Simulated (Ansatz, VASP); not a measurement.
## KCl: VASP beside Ansatz

File INCAR:

```
ALGO = Normal
DIPOL = 0.5 0.5 0.500
EDIFF = 1E-6
ENCUT = 400
GGA = PS
GGA_COMPAT = False
IDIPOL = 3
ISIF = 2
ISMEAR = -1
LASPH = True
LCHARG = True
LDIPOL = True
LELF = True
LREAL = False
LVACPOTAV = True
LVHAR = True
LWAVE = False
NBANDS = 24
NELM = 120
NELMDL = -8
PREC = Accurate
SIGMA = 0.05
```

Contents of KPOINTS:

```
k-points
0
Gamma
  4 4 1
```

POSCAR

```
KCl
1.0
    4.4497805476      0.0000000000      0.0000000000
    2.2248902738      3.8536229955      0.0000000000
    0.0000000000      0.0000000000     17.4498459045
K Cl
2 2
Direct
    0.0000000000      0.0000000000      0.3438425779
    0.3333333333      0.3333333333      0.5520524740
    0.6666666667      0.6666666667      0.4479475260
    0.0000000000      1.0000000000      0.6561574221
```

Input for Ansatz:

```yaml
crystal:
  lattice:
    - [4.4497805476000725, 0.0, 0.0]
    - [2.224890273800036, 3.853622995487494, 0.0]
    - [0.0, 0.0, 17.449845904491244]
  atoms:
    - { symbol: K, position: [0.0, 0.0, 0.3438425779138668] }
    - { symbol: Cl, position: [0.666666666666667, 0.6666666666666663, 0.4479475259712889] }
    - { symbol: K, position: [0.3333333333333334, 0.3333333333333332, 0.552052474028711] }
    - { symbol: Cl, position: [2.7265935284333307e-16, 0.9999999999999997, 0.6561574220861333] }
basis:
  ecutwfc: 517.016338673772
kpoints:
  mp_grid:
    grid: [4, 4, 1]
hamiltonian:
  xc: pbesol
efield:
  axis: 3
  dipole_correction: true
scf:
  convergence:
    dr2_threshold: 1.0e-07
  occupations:
    method: fermi_dirac
    width: 0.05
output:
  write_potential: true
  forces: true
```

Alike in both runs: task single point; functional PBEsol; k mesh 4 × 4 × 1; occupations fermi-dirac, width 0.05 eV; no spin polarisation.

```csv
,VASP,Ansatz
version,VASP 6.6.1,Ansatz 0.2.0
potentials or method,"VASP PAW PBE potentials, release 64 (K_sv, Cl), cutoff 400 eV","plane waves, PAW"
valence electrons in the cell,32,32
```

```csv
,VASP,Ansatz,Ansatz less VASP
gap on the k mesh at the Fermi level (eV),none,none,-
rms of the force components (eV/Å),0.506,0.510,+0.0032
```

VASP's potentials were made for PBE, not for PBEsol. A gap of «none» marks a metal or a gap that the smearing closes. Ansatz's warnings: vacuum density over bound, xc potential rough in thin density.

The k mesh is coarse, so the values compare programs but aren't converged.
